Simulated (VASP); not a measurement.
Input of a VASP 6.6.1 run:

File INCAR:

```
ALGO = Normal ; EDIFF = 1E-7
EDIFFG = -0.01 ; ENCUT = 600
GGA = PE ; IBRION = 2
ISIF = 3 ; ISMEAR = 0
LASPH = True ; LCHARG = False
LREAL = False ; LWAVE = False
NELM = 80 ; NSW = 100
PREC = Accurate ; SIGMA = 0.1
```

KPOINTS

```
k-points
0
Gamma
  12 12 12
```

Contents of POSCAR:

```
CsH2
1.0
    4.0135420867      0.0000000000      0.0000000000
   -2.0067710433      3.4758294062      0.0000000000
    0.0000000000      0.0000000000      4.1606718745
Cs H
1 2
Direct
    0.0000000000      0.0000000000      0.0000000000
    0.3333333333      0.6666666667      0.5000000000
    0.6666666667      0.3333333333      0.5000000000
```

Potentials or basis: VASP PAW PBE potentials, release 64 (Cs_sv, H).

Run with:

```console
$ cat potpaw_PBE.64/Cs_sv/POTCAR potpaw_PBE.64/H/POTCAR > POTCAR
$ mpirun -np 1 vasp_std > vasp.out
```

(1) What does it give for the space group after relaxing (to 0.1 Å)?

(2) What does it give for the band gap on the k mesh?

## Answers

(1) P6/mmm (No. 191).

(2) zero (an odd number of electrons rules out a gap without spin polarisation).

Caveat: spin-orbit coupling is left out, which moves the levels of the heavy elements; an odd number of electrons without spin polarisation forces a metal; a magnetic or distorted state may lie lower.
